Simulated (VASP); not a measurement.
# Si (P1) in VASP: single point with PBE

Aim: the single point of Si with PBE.

Program: VASP 6.6.1. These are calculated values, not measurements. Logs are shortened: lines on timing, memory, paths and dates and some standing lists are left out, and cuts for length are marked.

**1. The cell of the first run**

The typed cell holds 8 atoms: a = 5.431 Å, b = 5.431 Å, c = 5.431 Å, α = 90.00°, β = 90.00°, γ = 90.00°.

**2. Single point, PBE, collinear spin**

The input, INCAR:

```
SYSTEM = Si
ALGO     = Normal         ! electronic algorithm
EDIFF    = 1E-6           ! SCF threshold, eV
ENCUT    = 500            ! plane-wave cutoff, eV
GGA      = PE             ! functional
GGA_COMPAT= .FALSE.      
ISIF     = 2              ! what is computed and relaxed
ISMEAR   = 0              ! smearing method
ISPIN    = 2              ! spin polarisation
ISYM     = 0            
LASPH    = .TRUE.         ! aspherical terms in the spheres
LCHARG   = .FALSE.        ! write CHGCAR
LORBIT   = 11             ! projections on sites
LREAL    = .FALSE.        ! projectors in reciprocal space
LWAVE    = .FALSE.        ! write WAVECAR
MAGMOM   = 0.125 0.125 0.125 0.125 0.125 0.125 0.125 0.125 ! initial moments
NBANDS   = 30             ! bands
NELECT   = 33.0         
NELM     = 200            ! most SCF steps
NUPDOWN  = 1.0            ! fixed moment
PREC     = Accurate       ! precision mode
SIGMA    = 0.01           ! smearing width, eV
```

The input, KPOINTS:

```
k-points
0
G
  1 1 1
  0 0 0
```

The input, POSCAR:

```
Si
1.0
    5.4310000000      0.0000000000      0.0000000000
    0.0000000000      5.4310000000      0.0000000000
    0.0000000000      0.0000000000      5.4310000000
Si
8
Direct
    0.0021500000      0.0023600000     -0.0053000000
    0.0047700000      0.4947400000      0.5022400000
    0.4966200000     -0.0010100000      0.5047200000
    0.4961000000      0.5055200000     -0.0034500000
    0.2543800000      0.2495800000      0.2461700000
    0.2527700000      0.7445900000      0.7544400000
    0.7449000000      0.2518100000      0.7526900000
    0.7485500000      0.7549400000      0.2448700000
```

Potentials or basis: VASP PAW PBE potentials, release 64 (Si).

On the command line:

```console
cat potpaw_PBE.64/Si/POTCAR > POTCAR
mpirun -np 1 vasp_gam > vasp.out
```

OUTCAR:

```text
SYSTEM = Si
   EDIFF = 1E-6
   ENCUT = 500
   GGA = PE
   ISIF = 2
   ISMEAR = 0
   ISPIN = 2
   ISYM = 0
   LASPH = .TRUE.
   LORBIT = 11
   LREAL = .FALSE.
   NELECT = 33.0
   NELM = 200
   NUPDOWN = 1.0
   PREC = Accurate

 ion  position               nearest neighbor table
   1  0.002  0.002  0.995-   7 2.35   6 2.35   5 2.35   8 2.36
   2  0.005  0.495  0.502-   6 2.35   5 2.35   7 2.36   8 2.43
   3  0.497  0.999  0.505-   6 2.35   7 2.35   5 2.36   8 2.37
   4  0.496  0.506  0.997-   6 2.27   7 2.34   5 2.34   8 2.35
   5  0.254  0.250  0.246-   4 2.34   1 2.35   2 2.35   3 2.36
   6  0.253  0.745  0.754-   4 2.27   3 2.35   1 2.35   2 2.35
   7  0.745  0.252  0.753-   4 2.34   1 2.35   3 2.35   2 2.36
   8  0.749  0.755  0.245-   4 2.35   1 2.36   3 2.37   2 2.43

IMPORTANT INFORMATION: All symmetrisations will be switched off!
NOSYMM: (Re-)initialisation of all symmetry stuff for point group C_1.

----------------------------------------------------------------------------------------

                                     Primitive cell

  volume of cell :     160.1915

  direct lattice vectors                    reciprocal lattice vectors
     5.431000000  0.000000000  0.000000000     0.184128153  0.000000000  0.000000000
     0.000000000  5.431000000  0.000000000     0.000000000  0.184128153  0.000000000
     0.000000000  0.000000000  5.431000000     0.000000000  0.000000000  0.184128153

  length of vectors
     5.431000000  5.431000000  5.431000000     0.184128153  0.184128153  0.184128153

  position of ions in fractional coordinates (direct lattice)
     0.002150000  0.002360000  0.994700000
     0.004770000  0.494740000  0.502240000
     0.496620000  0.998990000  0.504720000
     0.496100000  0.505520000  0.996550000
     0.254380000  0.249580000  0.246170000
     0.252770000  0.744590000  0.754440000
     0.744900000  0.251810000  0.752690000
     0.748550000  0.754940000  0.244870000

  ion indices of the primitive-cell ions
   primitive index   ion index
                 1           1
                 2           2
                 3           3
                 4           4
                 5           5
                 6           6
                 7           7
                 8           8

----------------------------------------------------------------------------------------

 KPOINTS: k-points

Automatic generation of k-mesh.
 Grid dimensions read from file:
 generate k-points for:    1    1    1
[... 82 lines left out ...]
  ---------------------------------------------------
  ext. energy  EPLUGINS =         0.00000000
  ---------------------------------------------------
  free energy    TOTEN  =       -26.78315954 eV

  energy without entropy =      -26.78315954  energy(sigma->0) =      -26.78315954

 E-fermi :   6.1324     XC(G=0):  -9.3900

 val. band max:        6.1173033821   @ k =   0.0000   0.0000   0.0000
 cond. band min:       6.3888342313   @ k =   0.0000   0.0000   0.0000
 fundamental gap:      0.2715308492
 Fermi energy:         6.1930883126

 spin component 1

 k-point     1 :       0.0000    0.0000    0.0000
  band No.  band energies     occupation
      1      -6.0723      1.00000
      2      -1.9700      1.00000
      3      -1.9008      1.00000
      4      -1.8983      1.00000
      5      -1.8719      1.00000
      6      -1.8544      1.00000
[... 20 lines left out ...]
     27      13.5168      0.00000
     28      13.5242      0.00000
 Fermi energy:         6.1324142420

 spin component 2

 k-point     1 :       0.0000    0.0000    0.0000
  band No.  band energies     occupation
      1      -5.9541      1.00000
      2      -1.9506      1.00000
      3      -1.8629      1.00000
      4      -1.8216      1.00000
      5      -1.7789      1.00000
      6      -1.7452      1.00000
[... 20 lines left out ...]
     27      13.6410      0.00000
     28      13.6488      0.00000
 [bands above 28 left out]

------------------------ aborting loop because EDIFF is reached ----------------------------------------

  FORCE on cell =-STRESS in cart. coord.  units (eV):
  Direction    XX          YY          ZZ          XY          YZ          ZX
  --------------------------------------------------------------------------------------
  -------------------------------------------------------------------------------------
  Total       18.8147265     17.8604480     18.9871423     -1.2533317     -1.6320016      2.4506136
  in kB      188.1781024    178.6337529    189.9025428    -12.5353715    -16.3226910     24.5101529
  external PRESSURE =     185.5714660 kB  Pullay stress =       0.0000000 kB

 VOLUME and BASIS-vectors are now :
 -----------------------------------------------------------------------------
  energy-cutoff  :      500.00
  volume of cell :      160.19
      direct lattice vectors                 reciprocal lattice vectors
     5.431000000  0.000000000  0.000000000     0.184128153  0.000000000  0.000000000
     0.000000000  5.431000000  0.000000000     0.000000000  0.184128153  0.000000000
     0.000000000  0.000000000  5.431000000     0.000000000  0.000000000  0.184128153

 POSITION                                       TOTAL-FORCE (eV/Angst)
 -----------------------------------------------------------------------------------
      0.01168      0.01282      5.40222         0.054489      0.566229     -0.536449
      0.02591      2.68693      2.72767         0.015077     -0.108287      0.019352
      2.69714      5.42551      2.74113        -0.453571      0.307872      0.105016
      2.69432      2.74548      5.41226        -0.064333      0.053699      0.016204
      1.38154      1.35547      1.33695         0.520417     -0.560150     -0.022958
      1.37279      4.04387      4.09736        -0.072370     -0.041553      0.019919
      4.04555      1.36758      4.08786        -0.057600     -0.315901      0.364877
      4.06538      4.10008      1.32989         0.057892      0.098090      0.034040
 -----------------------------------------------------------------------------------
    total drift:                                0.000004     -0.000003     -0.000012

  FREE ENERGIE OF THE ION-ELECTRON SYSTEM (eV)
  ---------------------------------------------------
  free  energy   TOTEN  =       -26.7831595424 eV

  energy  without entropy=      -26.7831595424  energy(sigma->0) =      -26.78315954

 total charge

# of ion       s       p       d       tot
------------------------------------------
    1        0.688   1.042   0.000   1.729
    2        0.713   1.028   0.000   1.741
    3        0.686   1.044   0.000   1.730
    4        0.685   1.050   0.000   1.735
    5        0.690   1.041   0.000   1.731
    6        0.686   1.048   0.000   1.734
    7        0.686   1.045   0.000   1.731
    8        0.719   1.025   0.000   1.744
--------------------------------------------------
tot          5.552   8.324   0.000  13.875

 magnetization (x)

# of ion       s       p       d       tot
------------------------------------------
    1        0.006   0.006   0.000   0.012
    2        0.039   0.021   0.000   0.061
    3        0.007   0.024   0.000   0.031
    4       -0.003  -0.044   0.000  -0.047
    5        0.009   0.009   0.000   0.018
    6       -0.003  -0.050   0.000  -0.053
    7        0.006   0.021   0.000   0.027
    8        0.046   0.021   0.000   0.067
--------------------------------------------------
tot          0.108   0.008   0.000   0.115
```

OSZICAR:

```text
N       E                     dE             d eps       ncg     rms          rms(c)
DAV:   1     0.148849201158E+03    0.14885E+03   -0.13236E+04   120   0.892E+02
DAV:   2    -0.170149941699E+02   -0.16586E+03   -0.13079E+03   176   0.162E+02
[... 21 lines left out ...]
DAV:  24    -0.267831510731E+02   -0.26794E-05   -0.86657E-06   144   0.109E-02    0.290E-03
DAV:  25    -0.267831535908E+02   -0.25177E-05   -0.10781E-05   144   0.121E-02    0.260E-03
DAV:  26    -0.267831559772E+02   -0.23864E-05   -0.15392E-05   144   0.145E-02    0.209E-03
DAV:  27    -0.267831584468E+02   -0.24696E-05   -0.44702E-05   144   0.247E-02    0.129E-03
DAV:  28    -0.267831592978E+02   -0.85104E-06   -0.11260E-05   144   0.121E-02    0.182E-03
DAV:  29    -0.267831595424E+02   -0.24457E-06   -0.12463E-06   104   0.454E-03
   1 F= -.26783160E+02 E0= -.26783160E+02  d E =-.432583E-12  mag=     1.0000
```

stdout:

```text
POSCAR found type information on POSCAR Si
 POSCAR found :  1 types and       8 ions
 scaLAPACK will be used
 LDA part: xc-table for (Slater+PW92), standard interpolation
 POSCAR, INCAR and KPOINTS ok, starting setup
 FFT: planning ... GRIDC
 FFT: planning ... GRID_SOFT
 FFT: planning ... GRID
 WAVECAR not read
 entering main loop
 the old and the new charge density differ
 old charge density:    32.00000 new   33.00000
    0.113E+01
```

It took 33 s on 1 thread of Intel Xeon Platinum 8559C (Emerald Rapids), shared host; peak memory 0.26 GiB.

Results:

| Property | Result |
| --- | --- |
| Free energy | -26.7832 eV |
| Largest force | 0.782 eV/Å |
| Net moment | 1.00 μB per cell |
| Site moments | Si +0.01, +0.06, +0.03, -0.05, +0.02, +0.07 (each value once) μB |
| Valence electrons inside the program's atomic spheres | Si 1.73, 1.74 (each value once) |

Forces in eV/Å, atoms in the order of the input:
```
Si   0.054  0.566 -0.536
Si   0.015 -0.108  0.019
Si  -0.454  0.308  0.105
Si  -0.064  0.054  0.016
Si   0.520 -0.560 -0.023
Si  -0.072 -0.042  0.020
Si  -0.058 -0.316  0.365
Si   0.058  0.098  0.034
```

Caveat: the k points lie up to 1.16 Å⁻¹ apart; the cell carries a net charge on a neutralising background, which shifts energy and pressure; the cell is charged against a uniform background, so pressure and absolute levels hang on convention; the total moment is fixed, so each spin has its own Fermi level.
